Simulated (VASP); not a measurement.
# Cs (P6_3/mmc) in VASP: notebook, part 2 of 2

VASP 6.6.1. The steps go on from the part before.

**3. Relaxation of shape and atoms at fixed volume, PBEsol**

This run uses another cell than the first one, of 101.61 Å³/atom.

Contents of INCAR:

```
SYSTEM = Cs
ALGO     = Normal         ! electronic algorithm
EDIFF    = 1E-6           ! SCF threshold, eV
EDIFFG   = -0.005         ! ionic threshold
ENCUT    = 600            ! plane-wave cutoff, eV
GGA      = PS             ! functional
IBRION   = 2              ! ionic algorithm
ISIF     = 4              ! what is computed and relaxed
ISMEAR   = -1             ! smearing method
LASPH    = .TRUE.         ! aspherical terms in the spheres
LCHARG   = .FALSE.        ! write CHGCAR
LREAL    = .FALSE.        ! projectors in reciprocal space
LWAVE    = .FALSE.        ! write WAVECAR
NELM     = 100            ! most SCF steps
NSW      = 50             ! ionic steps
PREC     = Accurate       ! precision mode
SIGMA    = 0.08           ! smearing width, eV
```

Contents of KPOINTS:

```
k-points
0
G
  8 8 5
  0 0 0
```

Contents of POSCAR:

```
Cs
1.0
    5.2518221549      0.0000000000      0.0000000000
   -2.6259110775      4.5482114023      0.0000000000
    0.0000000000      0.0000000000      8.5079518910
Cs
2
Direct
    0.3333333333      0.6666666667      0.2500000000
    0.6666666667      0.3333333333      0.7500000000
```

Potentials or basis: VASP PAW PBE potentials, release 64 (Cs_sv).

Launch:

```console
$ cat potpaw_PBE.64/Cs_sv/POTCAR > POTCAR
$ mpirun -np 1 vasp_std > vasp.out
```

OUTCAR:

```text
SYSTEM = Cs
   EDIFF = 1E-6
   EDIFFG = -0.005
   ENCUT = 600
   GGA = PS
   IBRION = 2
   ISIF = 4
   ISMEAR = -1
   LASPH = .TRUE.
   LREAL = .FALSE.
   NELM = 100
   NSW = 50
   PREC = Accurate

 ion  position               nearest neighbor table
   1  0.333  0.667  0.250-
   2  0.667  0.333  0.750-

  LATTYP: Found a hexagonal cell.
 ALAT       =     5.2518221549
 C/A-ratio  =     1.6200000000

  Lattice vectors:

 A1 = (   5.2518221549,   0.0000000000,   0.0000000000)
 A2 = (  -2.6259110775,   4.5482114023,   0.0000000000)
 A3 = (   0.0000000000,   0.0000000000,   8.5079518910)

Analysis of symmetry for initial positions (statically):
=====================================================================
 Subroutine PRICEL returns:
 Original cell was already a primitive cell.

 Routine SETGRP: Setting up the symmetry group for a
 hexagonal supercell.

 Subroutine GETGRP returns: Found 24 space group operations
 (whereof 12 operations were pure point group operations)
 out of a pool of 24 trial point group operations.

The static configuration has the point symmetry D_3d.
 The point group associated with its full space group is D_6h.

Analysis of symmetry for dynamics (positions and initial velocities):
=====================================================================
 Subroutine PRICEL returns:
 Original cell was already a primitive cell.

 Routine SETGRP: Setting up the symmetry group for a
 hexagonal supercell.

 Subroutine GETGRP returns: Found 24 space group operations
 (whereof 12 operations were pure point group operations)
 out of a pool of 24 trial point group operations.

The dynamic configuration has the point symmetry D_3d.
 The point group associated with its full space group is D_6h.

[... 123 lines left out ...]
   GGA     = PS    functional components
   LHFCALC =     F    Hartree Fock is set to
   AEXX    =    0.0000 exact exchange contribution
   IVDW    =     0    specifies the selected vdW correction
   LEPSILON=     F    determine dielectric tensor
   LRPA    =     F    only Hartree local field effects (RPA)
 conjugate gradient relaxation of ions
 non-spin polarized calculation
  energy-cutoff  :      600.00
  volume of cell :      203.22
 maximum number of plane-waves:      6820
 NGX is ok and might be reduce to    42
   NGX = 21   NGY = 21   NGZ = 33

 number of electron      18.0000003 magnetization

 Free energy of the ion-electron system (eV)
  ---------------------------------------------------
  ext. energy  EPLUGINS =         0.00000000
  ---------------------------------------------------
  free energy    TOTEN  =        -1.90248810 eV

  energy without entropy =       -1.84467813  energy(sigma->0) =       -1.87358311

 E-fermi :   0.6828     XC(G=0):  -5.8084

 val. band max:        0.6722949854   @ k =   0.5000  -0.0000   0.2000
 cond. band min:       0.7381688532   @ k =   0.3750   0.0000   0.4000
 fundamental gap:      0.0658738678
 Fermi energy:         0.6828265914

 k-point     1 :       0.0000    0.0000    0.0000
  band No.  band energies     occupation
      1     -23.0796      2.00000
      2     -23.0682      2.00000
      3      -9.9876      2.00000
      4      -9.8072      2.00000
      5      -9.8072      2.00000
      6      -9.7782      2.00000
      7      -9.7782      2.00000
      8      -9.7749      2.00000
      9      -1.1204      2.00000
     10       0.6201      1.37336
     11       1.6165      0.00002
     12       3.1370      0.00000
     13       3.1385      0.00000
[... 354 lines left out ...]
  band No.  band energies     occupation
      1     -23.0687      2.00000
      2     -23.0670      2.00000
      3      -9.9618      2.00000
      4      -9.9477      2.00000
      5      -9.8465      2.00000
      6      -9.8313      2.00000
      7      -9.8201      2.00000
      8      -9.8168      2.00000
      9       0.4163      1.93102
     10       0.7382      0.66728
     11       1.8248      0.00000
     12       1.8402      0.00000
     13       2.4166      0.00000

 [... further k-points ...]

------------------------ aborting loop because EDIFF is reached ----------------------------------------

  FORCE on cell =-STRESS in cart. coord.  units (eV):
  Direction    XX          YY          ZZ          XY          YZ          ZX
  --------------------------------------------------------------------------------------
  -------------------------------------------------------------------------------------
  Total        0.2034309      0.2034309      0.1894711     -0.0000000     -0.0000000      0.0000000
  in kB        1.6038059      1.6038059      1.4937499     -0.0000000     -0.0000000      0.0000000
  external PRESSURE =       1.5671206 kB  Pullay stress =       0.0000000 kB

 VOLUME and BASIS-vectors are now :
 -----------------------------------------------------------------------------
  energy-cutoff  :      600.00
  volume of cell :      203.22
      direct lattice vectors                 reciprocal lattice vectors
     5.251822155  0.000000000  0.000000000     0.190410103  0.109933325  0.000000000
    -2.625911078  4.548211402  0.000000000     0.000000000  0.219866649  0.000000000
     0.000000000  0.000000000  8.507951891     0.000000000  0.000000000  0.117537101

 POSITION                                       TOTAL-FORCE (eV/Angst)
 -----------------------------------------------------------------------------------
     -0.00000      3.03214      2.12699        -0.000000      0.000000      0.000000
      2.62591      1.51607      6.38096         0.000000     -0.000000      0.000000
 -----------------------------------------------------------------------------------
    total drift:                               -0.000000      0.000000     -0.000000

  FREE ENERGIE OF THE ION-ELECTRON SYSTEM (eV)
  ---------------------------------------------------
  free  energy   TOTEN  =        -1.9024881000 eV

  energy  without entropy=       -1.8446781277  energy(sigma->0) =       -1.87358311

 reached required accuracy - stopping structural energy minimisation
```

OSZICAR:

```text
N       E                     dE             d eps       ncg     rms          rms(c)
DAV:   1     0.145952736472E+03    0.14595E+03   -0.66640E+03   780   0.114E+03
DAV:   2     0.172530074822E+02   -0.12870E+03   -0.12545E+03  1254   0.181E+02
DAV:   3    -0.147741157686E+01   -0.18730E+02   -0.18562E+02   980   0.767E+01
DAV:   4    -0.190056788879E+01   -0.42316E+00   -0.42293E+00   940   0.135E+01
DAV:   5    -0.190384634560E+01   -0.32785E-02   -0.32782E-02  1025   0.120E+00    0.191E-01
DAV:   6    -0.190245208360E+01    0.13943E-02   -0.32666E-03  1035   0.319E-01    0.127E-01
DAV:   7    -0.190231832361E+01    0.13376E-03   -0.47971E-03  1005   0.396E-01    0.516E-02
DAV:   8    -0.190248265135E+01   -0.16433E-03   -0.22601E-04  1030   0.994E-02    0.107E-02
DAV:   9    -0.190248864635E+01   -0.59950E-05   -0.15690E-05  1040   0.250E-02    0.460E-03
DAV:  10    -0.190248810001E+01    0.54633E-06   -0.11180E-06   790   0.566E-03
   1 F= -.19024881E+01 E0= -.18735831E+01  d E =-.190249E+01
```

Run time: 38 s. Hardware: 1 thread of Intel Xeon Platinum 8488C (Sapphire Rapids), shared host; peak memory 0.38 GiB.

What came out:

| Property | Result |
| --- | --- |
| Free energy | -1.9025 eV |
| Pressure after relaxing | 0.2 GPa |
| Band gap on the k mesh | zero (bands 9 and 10 overlap by 1.38 eV) |

Final structure:
```cif
data_structure
_symmetry_space_group_name_H-M 'P 1'
_symmetry_Int_Tables_number 1
_cell_length_a 5.2518
_cell_length_b 5.2518
_cell_length_c 8.5080
_cell_angle_alpha 90.000
_cell_angle_beta 90.000
_cell_angle_gamma 120.000
_cell_volume 203.22
loop_
_atom_site_label
_atom_site_type_symbol
_atom_site_fract_x
_atom_site_fract_y
_atom_site_fract_z
_atom_site_occupancy
Cs1 Cs 0.33333 0.66667 0.25000 1
Cs2 Cs 0.66667 0.33333 0.75000 1
```

Levels at points of the mesh, in eV from the Fermi level:
```tsv
k point	band 6	band 7	band 8	band 9	band 10	band 11	band 12	band 13
(0.00, 0.00, 0.00)	-10.46	-10.46	-10.46	-1.80	-0.06	0.93	2.45	2.46
(0.50, 0.00, 0.00)	-10.54	-10.51	-10.49	-0.02	0.36	0.73	0.97	1.77
```

Caveat: the PAW data sets were made with another functional, which shifts forces and pressure a little; spin-orbit coupling is left out, which moves the levels of the heavy elements.

**4. Relaxation of cell and atoms, PBEsol**

This run uses another cell than the first one, of 110.45 Å³/atom.

Contents of INCAR:

```
SYSTEM = Cs
PREC = Accurate
ENCUT = 600
EDIFF = 1E-6
ISMEAR = -1
SIGMA = 0.08
LREAL = .FALSE.
LASPH = .TRUE.
NELM = 100
ALGO = Normal
ISIF = 3
LWAVE = .FALSE.
LCHARG = .FALSE.
GGA = PS
IBRION = 2
NSW = 60
EDIFFG = -0.005
```

Contents of KPOINTS:

```
Automatic mesh
0
G
  8 8 5
  0 0 0
```

Contents of POSCAR:

```
Cs
1.0
    5.3998380542      0.0000000000      0.0000000000
   -2.6999190271      4.6763969313      0.0000000000
    0.0000000000      0.0000000000      8.7477376479
Cs
2
Direct
    0.3333333333      0.6666666667      0.2500000000
    0.6666666667      0.3333333333      0.7500000000
```

Launch:

```console
$ cat potpaw_PBE.64/Cs_sv/POTCAR > POTCAR
$ mpirun -np 1 vasp_std > vasp.out
```

Run time: 3.5 min. Hardware: 1 thread of Intel Xeon Platinum 8488C (Sapphire Rapids), shared host; peak memory 0.45 GiB.

It converged, with:

```
Free energy                           : -1.9101 eV
Relaxed volume                        : 109.03 Å³/atom
Relaxed cell                          : a = 5.379 Å, b = 5.379 Å, c = 8.702 Å, α = 90.00°, β = 90.00°, γ = 120.00°
Space group after relaxing (to 0.1 Å) : P6_3/mmc (No. 194)
Energy gained by relaxing             : 0.1 meV/atom
Ionic steps                           : 5
Pressure after relaxing               : 0.0 GPa
Band gap on the k mesh                : zero (bands 9 and 10 overlap by 1.37 eV)
```

The path:
| step | energy change (eV) | largest force (eV/Å) | pressure (GPa) | volume (Å³) |
| --- | --- | --- | --- | --- |
| 1 | 0.0000 | 0.0000 | -0.03 | 220.90 |
| 2 | -0.0001 | 0.0000 | -0.02 | 220.25 |
| 3 | -0.0002 | 0.0000 | -0.01 | 218.97 |
| 4 | -0.0002 | 0.0000 | 0.01 | 216.42 |
| 5 | -0.0002 | 0.0000 | 0.00 | 218.07 |

Final structure:
```
Cs
1.0
     5.37938    0.00000    0.00000
    -2.68969    4.65868    0.00000
     0.00000    0.00000    8.70163
Cs
2
Direct
  0.33333 0.66667 0.25000
  0.66667 0.33333 0.75000
```

Levels at points of the mesh, in eV from the Fermi level:
```
           k point  band 6  band 7  band 8  band 9  band 10  band 11  band 12  band 13
(0.00, 0.00, 0.00)  -10.51  -10.51  -10.51   -1.73    -0.03     0.85     2.42     2.42
(0.50, 0.00, 0.00)  -10.57  -10.55  -10.53   -0.02     0.35     0.78     0.97     1.71
```

Caveat: the PAW data sets were made with another functional, which shifts forces and pressure a little; spin-orbit coupling is left out, which moves the levels of the heavy elements.

**5. Summary**

```csv
task,cell,gap on the mesh (eV),pressure (GPa),relaxed volume (Å³/atom)
relaxation of shape and atoms at fixed volume,"relaxed from a = 5.095, b = 5.095, c = 8.254 Å, angles 90.0, 90.0, 120.0°, 2 atoms",none,0.4,92.78
relaxation of shape and atoms at fixed volume,"relaxed from a = 5.252, b = 5.252, c = 8.508 Å, angles 90.0, 90.0, 120.0°, 2 atoms",none,0.2,101.61
relaxation of cell and atoms,"relaxed from a = 5.400, b = 5.400, c = 8.748 Å, angles 90.0, 90.0, 120.0°, 2 atoms",none,0.0,109.03
```

Alike in all rows: level PBEsol; potentials or basis VASP PAW PBE potentials, release 64 (Cs_sv); no spin polarisation; k mesh 8 × 8 × 5; cutoff (eV) 600; smearing fermi-dirac 0.08 eV.

Caveats: the PAW data sets were made with another functional, which shifts forces and pressure a little; spin-orbit coupling is left out, which moves the levels of the heavy elements.

Total energies depend on the potentials used, so only differences within one code and one set of settings carry meaning.

The gap in the log of VASP goes by the Fermi energy; the results here count the filled bands.